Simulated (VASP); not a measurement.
# Ag (Fm-3m) in VASP: further runs

Runs on Ag. Level: PBEsol. Tasks: single point, relaxation of cell and atoms.

Program: VASP 6.6.1. These are calculated values, not measurements. Logs are shortened: lines on timing, memory, paths and dates and some standing lists are left out, and cuts for length are marked.

**1. The cell of the first run**

Symmetry: Fm-3m, No. 225, cubic system. Conventional cell: a = 4.053 Å, b = 4.053 Å, c = 4.053 Å, α = 90.00°, β = 90.00°, γ = 90.00°. Ag (site symmetry m-3m) has 12 Ag at 2.87 Å within 3.8 Å.

**2. Single point, PBEsol**

Contents of INCAR:

```
ALGO = Fast
EDIFF = 1E-6
ENCUT = 520
GGA = PS
ISIF = 2
ISMEAR = 0
LASPH = True
LCHARG = True
LELF = True
LREAL = False
LVHAR = True
LWAVE = False
NBANDS = 12
NELM = 60
PREC = Accurate
SIGMA = 0.1
```

Contents of KPOINTS:

```
k-points
0
Gamma
  34 34 34
```

Contents of POSCAR:

```
Ag
1.0
    0.0000000000      2.0266378319      2.0266378319
    2.0266378319      0.0000000000      2.0266378319
    2.0266378319      2.0266378319      0.0000000000
Ag
1
Direct
    0.0000000000      0.0000000000      0.0000000000
```

Potentials or basis: VASP PAW PBE potentials, release 64 (Ag).

Launch:

```
$ cat potpaw_PBE.64/Ag/POTCAR > POTCAR
$ mpirun -np 1 vasp_std > vasp.out
```

OUTCAR:

```text
EDIFF = 1E-6
   ENCUT = 520
   GGA = PS
   ISIF = 2
   ISMEAR = 0
   LASPH = True
   LREAL = False
   NELM = 60
   PREC = Accurate

 ion  position               nearest neighbor table
   1  0.000  0.000  0.000-

  LATTYP: Found a face centered cubic cell.
 ALAT       =     4.0532756638

  Lattice vectors:

 A1 = (   0.0000000000,   2.0266378319,   2.0266378319)
 A2 = (   2.0266378319,   0.0000000000,   2.0266378319)
 A3 = (   2.0266378319,   2.0266378319,   0.0000000000)

Analysis of symmetry for initial positions (statically):
=====================================================================
 Subroutine PRICEL returns:
 Original cell was already a primitive cell.

 Routine SETGRP: Setting up the symmetry group for a
 face centered cubic supercell.

 Subroutine GETGRP returns: Found 48 space group operations
 (whereof 48 operations were pure point group operations)
 out of a pool of 48 trial point group operations.

The static configuration has the point symmetry O_h .

Analysis of symmetry for dynamics (positions and initial velocities):
=====================================================================
 Subroutine PRICEL returns:
 Original cell was already a primitive cell.

 Routine SETGRP: Setting up the symmetry group for a
 face centered cubic supercell.

 Subroutine GETGRP returns: Found 48 space group operations
 (whereof 48 operations were pure point group operations)
 out of a pool of 48 trial point group operations.

The dynamic configuration has the point symmetry O_h .

 Subroutine INISYM returns: Found 48 space group operations
 (whereof 48 operations are pure point group operations),
 and found     1 'primitive' translations

----------------------------------------------------------------------------------------

                                     Primitive cell

  volume of cell :      16.6479

  direct lattice vectors                    reciprocal lattice vectors
     0.000000000  2.026637832  2.026637832    -0.246714036  0.246714036  0.246714036
     2.026637832  0.000000000  2.026637832     0.246714036 -0.246714036  0.246714036
     2.026637832  2.026637832  0.000000000     0.246714036  0.246714036 -0.246714036

  length of vectors
     2.866098708  2.866098708  2.866098708     0.427321246  0.427321246  0.427321246

  position of ions in fractional coordinates (direct lattice)
     0.000000000  0.000000000  0.000000000

  ion indices of the primitive-cell ions
   primitive index   ion index
                 1           1

----------------------------------------------------------------------------------------

 KPOINTS: k-points

Automatic generation of k-mesh.
 Grid dimensions read from file:
 generate k-points for:   34   34   34

 Generating k-lattice:

  Cartesian coordinates                     Fractional coordinates (reciprocal lattice)
    -0.007256295  0.007256295  0.007256295     0.029411765  0.000000000  0.000000000
     0.007256295 -0.007256295  0.007256295     0.000000000  0.029411765  0.000000000
     0.007256295  0.007256295 -0.007256295     0.000000000  0.000000000  0.029411765

  Length of vectors
     0.012568272  0.012568272  0.012568272

  Shift w.r.t. Gamma in fractional coordinates (k-lattice)
     0.000000000  0.000000000  0.000000000

 Subroutine IBZKPT returns following result:
 ===========================================

 Found   1059 irreducible k-points:

 Following reciprocal coordinates:
            Coordinates               Weight
  0.000000  0.000000  0.000000      1.000000
  0.029412  0.000000  0.000000      8.000000
  0.058824  0.000000  0.000000      8.000000
  0.088235  0.000000  0.000000      8.000000
  0.117647  0.000000  0.000000      8.000000
  0.147059  0.000000  0.000000      8.000000
[... 16 lines left out ...]
  0.147059  0.029412  0.000000     24.000000
  0.176471  0.029412  0.000000     24.000000
 [... further k-points ...]
   k-points           NKPTS =   1059   k-points in BZ     NKDIM =   1059   number of bands    NBANDS=     12
   number of dos      NEDOS =    301   number of ions     NIONS =      1
   total plane-waves  NPLWV =  13824
   dimension x,y,z NGX =    24 NGY =   24 NGZ =   24
   dimension x,y,z NGXF=    48 NGYF=   48 NGZF=   48
   ions per type =               1
   NGX,Y,Z   is equivalent  to a cutoff of  13.92, 13.92, 13.92 a.u.
   NGXF,Y,Z  is equivalent  to a cutoff of  27.84, 27.84, 27.84 a.u.
 SYSTEM =  unknown system
   PREC   = accura    normal or accurate (medium, high low for compatibility)
   ISTART =      0    job   : 0-new  1-cont  2-samecut
   ICHARG =      2    charge: 1-file 2-atom 10-const
   ISPIN  =      1    spin polarized calculation?
   LNONCOLLINEAR =      F non collinear calculations
   LSORBIT =      F    spin-orbit coupling
   LASPH  =      T    aspherical Exc in radial PAW
   ENCUT  =  520.0 eV  38.22 Ry    6.18 a.u.   5.33  5.33  5.33*2*pi/ulx,y,z
   NELM   =     60;   NELMIN=  2; NELMDL= -5     # of ELM steps
   EDIFF  = 0.1E-05   stopping-criterion for ELM
   LREAL  =      F    real-space projection
   EDIFFG = 0.1E-04   stopping-criterion for IOM
   NSW    =      0    number of steps for IOM
   IBRION =     -1    ionic relax: 0-MD 1-quasi-New 2-CG
   NFREE  =      0    steps in history (QN), initial steepest desc. (CG)
   ISIF   =      2    stress and relaxation
   ISYM   =      2    0-nonsym 1-usesym 2-fastsym
   POTIM  = 0.5000    time-step for ionic-motion
   TEBEG  =    0.0;   TEEND  =   0.0 temperature during run
   PSTRESS=    0.0 pullay stress
   NELECT =      11.0000    total number of electrons
   NUPDOWN=      -1.0000    fix difference up-down
   EMIN   =  10.00;   EMAX   =-10.00  energy-range for DOS
   EFERMI =   0.00;   METHOD = LEGACY
   ISMEAR =     0;   SIGMA  =   0.10  broadening in eV -4-tet -1-fermi 0-gaus
   EFERMI_NEDOS =   21; number of points for ismear=-14 and -15
   IALGO  =     68    algorithm
   IMIX   =      4    mixing-type and parameters
     AMIX     =   0.40;   BMIX     =  1.00
     AMIX_MAG =   1.60;   BMIX_MAG =  1.00
  volume/ion in A,a.u.               =      16.65       112.35
  Fermi-wavevector in a.u.,A,eV,Ry     =   1.425891  2.694543 27.662881  2.033164
  Thomas-Fermi vector in A             =   2.546226
   LORBIT       =      0    0 simple, 1 ext, 2 COOP (PROOUT), +10 PAW based schemes
   GGA     = PS    functional components
   LHFCALC =     F    Hartree Fock is set to
   AEXX    =    0.0000 exact exchange contribution
   IVDW    =     0    specifies the selected vdW correction
   LEPSILON=     F    determine dielectric tensor
   LRPA    =     F    only Hartree local field effects (RPA)
 non-spin polarized calculation
 RMM-DIIS sequential band-by-band and
 Gauss-broadening in eV      SIGMA  =   0.10
  energy-cutoff  :      520.00
  volume of cell :       16.65
 maximum number of plane-waves:       464
 NGX is ok and might be reduce to    24
   NGX = 11   NGY = 11   NGZ = 11

 number of electron      11.0000001 magnetization

 Free energy of the ion-electron system (eV)
  ---------------------------------------------------
  ext. energy  EPLUGINS =         0.00000000
  ---------------------------------------------------
  free energy    TOTEN  =        -3.30964881 eV

  energy without entropy =       -3.30809342  energy(sigma->0) =       -3.30887111

 E-fermi :   8.6064     XC(G=0): -12.5557

 val. band max:        8.5899603841   @ k =   0.5000   0.2647   0.0882
 cond. band min:       8.6110353359   @ k =  -0.2647   0.2647   0.0000
 fundamental gap:      0.0210749517
 Fermi energy:         8.6064176566

 k-point     1 :       0.0000    0.0000    0.0000
  band No.  band energies     occupation
      1       0.5586      2.00000
      2       3.7064      2.00000
      3       3.7064      2.00000
      4       3.7064      2.00000
      5       4.7981      2.00000
      6       4.7981      2.00000
      7      24.6030      0.00000
      8      28.3170      0.00000
      9      28.3170      0.00000
     10      28.3170      0.00000
     11      33.1979      0.00000
     12      34.4821      0.00000

 k-point     2 :       0.0294    0.0000    0.0000
  band No.  band energies     occupation
      1       0.5864      2.00000
      2       3.6993      2.00000
      3       3.7145      2.00000
      4       3.7145      2.00000
      5       4.7948      2.00000
      6       4.7948      2.00000
      7      24.6146      0.00000
      8      28.0507      0.00000
      9      28.3311      0.00000
     10      28.3311      0.00000
     11      33.3506      0.00000
     12      34.4492      0.00000

 k-point     3 :       0.0588    0.0000    0.0000
  band No.  band energies     occupation
      1       0.6691      2.00000
      2       3.6794      2.00000
      3       3.7380      2.00000
      4       3.7380      2.00000
      5       4.7857      2.00000
      6       4.7857      2.00000
      7      24.6360      0.00000
      8      27.3921      0.00000
      9      28.3716      0.00000
     10      28.3716      0.00000
     11      33.3374      0.00000
     12      34.3338      0.00000
[... 286 lines left out ...]
 k-point    23 :       0.1471    0.0294    0.0000
  band No.  band energies     occupation
      1       1.1550      2.00000
      2       3.5803      2.00000
      3       3.8600      2.00000
      4       3.8653      2.00000
      5       4.7058      2.00000
      6       4.8112      2.00000
      7      23.9585      0.00000
      8      25.6393      0.00000
      9      28.0453      0.00000
     10      28.8990      0.00000
     11      31.9737      0.00000
     12      33.5757      0.00000

 k-point    24 :       0.1765    0.0294    0.0000
  band No.  band energies     occupation
      1       1.3949      2.00000
      2       3.5674      2.00000
      3       3.9026      2.00000
      4       3.9055      2.00000
      5       4.7077      2.00000
      6       4.8292      2.00000
      7      23.0311      0.00000
      8      25.5076      0.00000
      9      27.9979      0.00000
     10      29.1088      0.00000
     11      31.4866      0.00000
     12      33.2736      0.00000

 [... further k-points ...]
[... 5 lines left out ...]
  --------------------------------------------------------------------------------------
  -------------------------------------------------------------------------------------
  Total       -0.0109900     -0.0109900     -0.0109900     -0.0000000     -0.0000000      0.0000000
  in kB       -1.0576715     -1.0576715     -1.0576715     -0.0000000     -0.0000000      0.0000000
  external PRESSURE =      -1.0576715 kB  Pullay stress =       0.0000000 kB

 VOLUME and BASIS-vectors are now :
 -----------------------------------------------------------------------------
  energy-cutoff  :      520.00
  volume of cell :       16.65
      direct lattice vectors                 reciprocal lattice vectors
     0.000000000  2.026637832  2.026637832    -0.246714036  0.246714036  0.246714036
     2.026637832  0.000000000  2.026637832     0.246714036 -0.246714036  0.246714036
     2.026637832  2.026637832  0.000000000     0.246714036  0.246714036 -0.246714036

 POSITION                                       TOTAL-FORCE (eV/Angst)
 -----------------------------------------------------------------------------------
      0.00000      0.00000      0.00000         0.000000     -0.000000      0.000000
 -----------------------------------------------------------------------------------
    total drift:                               -0.000000      0.000000     -0.000000

  FREE ENERGIE OF THE ION-ELECTRON SYSTEM (eV)
  ---------------------------------------------------
  free  energy   TOTEN  =        -3.3096488097 eV

  energy  without entropy=       -3.3080934173  energy(sigma->0) =       -3.30887111
```

Wall time 78 s (1 thread of Intel Xeon Platinum 8488C (Sapphire Rapids), shared host); peak memory 0.31 GiB.

What came out:

- Free energy: -3.3096 eV
- Pressure: -0.1 GPa

Caveat: the PAW data sets were made with another functional, which shifts forces and pressure a little.

(Continued in part 2 of 2.)
